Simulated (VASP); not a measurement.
Input of a VASP 6.6.1 run:

The input INCAR:

```
SYSTEM = WSe2
PREC     = Accurate       ! precision mode
ENCUT    = 520            ! plane-wave cutoff, eV
EDIFF    = 1E-6           ! SCF threshold, eV
ISMEAR   = 0              ! smearing method
SIGMA    = 0.05           ! smearing width, eV
LREAL    = .FALSE.        ! projectors in reciprocal space
LASPH    = .TRUE.         ! aspherical terms in the spheres
NELM     = 60             ! most SCF steps
ALGO     = Normal         ! electronic algorithm
ISIF     = 2              ! what is computed and relaxed
LWAVE    = .FALSE.        ! write WAVECAR
LCHARG   = .FALSE.        ! write CHGCAR
GGA      = PE             ! functional
NBANDS   = 64             ! bands
KPAR     = 4
```

File KPOINTS:

```
regular mesh
0
G
  12 12 1
  0 0 0
```

The input POSCAR:

```
WSe2
1.0
    3.3206779314      0.0000000000      0.0000000000
   -1.6603389657      2.8757914463      0.0000000000
    0.0000000000      0.0000000000     38.7701078913
W Se
4 8
Direct
    0.6666666667      0.3333333333      0.9017078408
    0.6666666667      0.3333333333      0.2946354236
    0.3333333333      0.6666666667      0.7053645764
    0.3333333333      0.6666666667      0.0982921592
    0.3856621712      0.6928310856      0.9483935881
    0.3856621712      0.6928310856      0.3413162827
    0.7189955045      0.3594977523      0.7520510206
    0.7189955045      0.3594977523      0.1449779673
    0.3856621712      0.6928310856      0.8618176549
    0.3856621712      0.6928310856      0.2547446016
    0.7189955045      0.3594977523      0.6654793395
    0.7189955045      0.3594977523      0.0584020341
```

Potentials or basis: VASP PAW PBE potentials, release 64 (W_sv, Se).

Command:

```bash
$ cat potpaw_PBE.64/W_sv/POTCAR potpaw_PBE.64/Se/POTCAR > POTCAR
$ mpirun -np 4 vasp_std > vasp.out
```

(1) Predict the largest force.

(2) Predict the band gap on the k mesh.

## Answers

(1) 4.762 eV/Å.

(2) 1.12 eV (least direct gap 1.22 eV).

Caveat: the cell differs from its parent crystal (all Se atoms moved -0.200 Å, as atom 5 towards its neighbour atom 1 (W) at 2.548 Å); there is no dipole correction, which matters where the two faces differ; spin-orbit coupling is left out, which moves the levels of the heavy elements.
